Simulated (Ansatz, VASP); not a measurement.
SnO: VASP beside Ansatz

File POSCAR:

```
SnO
1.0
    0.0000000000      2.5369732559      2.5369732559
    2.5369732559      0.0000000000      2.5369732559
    2.5369732559      2.5369732559      0.0000000000
Sn O
1 1
Direct
    0.0000000000      0.0000000000      0.0000000000
    0.5000000000      0.5000000000      0.5000000000
```

The input INCAR.step1:

```
SYSTEM = SnO
PREC     = Accurate       ! precision mode
ENCUT    = 520            ! plane-wave cutoff, eV
EDIFF    = 1E-5           ! SCF threshold, eV
ISMEAR   = -1             ! smearing method
SIGMA    = 0.02           ! smearing width, eV
LREAL    = .FALSE.        ! projectors in reciprocal space
LASPH    = .TRUE.         ! aspherical terms in the spheres
NELM     = 80             ! most SCF steps
ALGO     = Normal         ! electronic algorithm
ISIF     = 2              ! what is computed and relaxed
LWAVE    = .TRUE.         ! write WAVECAR
LCHARG   = .FALSE.        ! write CHGCAR
GGA      = PE             ! functional
NBANDS   = 17             ! bands
```

INCAR.step2

```
SYSTEM = SnO
PREC     = Accurate       ! precision mode
ENCUT    = 520            ! plane-wave cutoff, eV
EDIFF    = 1E-6           ! SCF threshold, eV
ISMEAR   = -1             ! smearing method
SIGMA    = 0.02           ! smearing width, eV
LREAL    = .FALSE.        ! projectors in reciprocal space
LASPH    = .TRUE.         ! aspherical terms in the spheres
NELM     = 80             ! most SCF steps
ALGO     = Normal         ! electronic algorithm
ISIF     = 2              ! what is computed and relaxed
LWAVE    = .FALSE.        ! write WAVECAR
LCHARG   = .FALSE.        ! write CHGCAR
GGA      = PE             ! functional
LHFCALC  = .TRUE.         ! exact exchange
AEXX     = 0.25           ! exact-exchange fraction
PRECFOCK = Normal       
ISTART   = 1            
NBANDS   = 17             ! bands
```

The input KPOINTS:

```
regular mesh
0
G
  6 6 6
  0 0 0
```

Input for Ansatz:

```yaml
crystal:
  lattice:
    - [0.0, 2.5369732559, 2.5369732559]
    - [2.5369732559, 0.0, 2.5369732559]
    - [2.5369732559, 2.5369732559, 0.0]
  atoms:
    - { symbol: Sn, position: [0.0, 0.0, 0.0] }
    - { symbol: O, position: [0.5, 0.5, 0.5] }
kpoints:
  mp_grid: { grid: [6, 6, 6] }
hamiltonian:
  xc: pbe0
scf:
  occupations: { method: fermi_dirac, width: 0.02 }
  n_extra_bands: 4
output:
  forces: true
  stress: true
  eigenvalues: true
```

Alike in both runs: task single point; functional PBE0; k mesh 6 × 6 × 6; occupations fermi-dirac, width 0.02 eV; no spin polarisation.

|  | VASP | Ansatz |
| --- | --- | --- |
| version | VASP 6.6.1 | Ansatz 0.2.0 |
| potentials or method | VASP PAW PBE potentials, release 64 (Sn_d, O) | plane waves, PAW |
| plane-wave cutoff (eV) | 520 | 420 |
| valence electrons in the cell | 20 | 20 |

|  | VASP | Ansatz | Ansatz less VASP |
| --- | --- | --- | --- |
| gap on the k mesh at the Fermi level (eV) | 1.75 | 1.67 | -0.078 |
| pressure (GPa) | -0.1 | -0.1 | +0.01 |

Ansatz's warnings: stress exchange threshold loose, stress scf threshold loose.
